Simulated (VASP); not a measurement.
## Y: single point with PBE

The system is Y.

```
CELL_PARAMETERS angstrom
3.74279 0.00000 0.00000
-1.87139 3.24135 0.00000
0.00000 0.00000 5.74740
ATOMIC_POSITIONS crystal
Y 0.33333 0.66667 0.25000
Y 0.66667 0.33333 0.75000
```

This cell differs from its parent crystal: strain +0.025 along x and y, +0.000 along z.

```yaml
Program: VASP 6.6.1
Task: single point
Functional: PBE
Potentials_or_basis: VASP PAW PBE potentials, release 64 (Y_sv)
Cutoff: 520 eV
k_mesh: 18 × 18 × 8
Occupations: gaussian, width 0.15 eV
Spin: no spin polarisation
```

```json
{
  "Pressure": "-2.3 GPa",
  "Band gap on the k mesh": "zero (band 11 reaches 3.72 eV, above the bottom of band 12 at 2.21 eV)"
}
```

Stress tensor (GPa, compression positive):
```
-2.49  0.00  0.00
 0.00 -2.49  0.00
 0.00  0.00 -1.80
```

Levels at points of the mesh, in eV from the Fermi level:
| k point | band 7 | band 8 | band 9 | band 10 | band 11 | band 12 | band 13 | band 14 | band 15 | band 16 |
| --- | --- | --- | --- | --- | --- | --- | --- | --- | --- | --- |
| (0.00, 0.00, 0.00) | -22.59 | -22.55 | -4.58 | -1.73 | 0.86 | 1.67 | 1.67 | 2.12 | 2.27 | 2.27 |
| (0.50, 0.00, 0.00) | -22.68 | -22.63 | -1.67 | -1.08 | -0.69 | -0.23 | 1.35 | 1.39 | 2.04 | 4.63 |
| (0.00, 0.00, 0.50) | -22.63 | -22.63 | -3.17 | -3.17 | 1.01 | 1.01 | 1.56 | 1.56 | 1.56 | 1.56 |
| (0.50, 0.00, 0.50) | -22.67 | -22.67 | -1.55 | -1.55 | 0.11 | 0.11 | 1.26 | 1.26 | 2.58 | 2.58 |

Run time: 3 min on 1 thread of Intel(R) Xeon(R) 6975P-C (Granite Rapids), on a shared host, peak memory 0.36 GiB.

Caveat: the cell differs from its parent crystal (strain +0.025 along x and y, +0.000 along z).
